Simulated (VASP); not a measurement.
Here is a VASP 6.6.1 calculation.

Contents of INCAR:

```
PREC = Accurate ; ENCUT = 520
EDIFF = 1E-6 ; ISMEAR = 0
SIGMA = 0.01 ; LREAL = F
LASPH = T ; NELM = 60
ALGO = Normal ; ISIF = 2
LWAVE = F ; LCHARG = F
GGA = PE ; NBANDS = 15
```

The input KPOINTS:

```
Automatic mesh
0
Gamma
  5 5 5
```

POSCAR

```
KF
1.0
    0.0000000000      2.6544130000      2.6544130000
    2.6544130000      0.0000000000      2.6544130000
    2.6544130000      2.6544130000      0.0000000000
K F
1 1
Direct
    0.0000000000      0.0000000000      0.0000000000
    0.5000000000      0.5000000000      0.5000000000
```

Potentials or basis: VASP PAW PBE potentials, release 64 (K_sv, F).

Command:

```console
$ cat potpaw_PBE.64/K_sv/POTCAR potpaw_PBE.64/F/POTCAR > POTCAR
$ mpirun -np 1 vasp_std > vasp.out
```

(1) What does it give for the pressure?

(2) Predict the band gap on the k mesh.

Answers

(1) 2.2 GPa.

(2) 6.27 eV, direct.
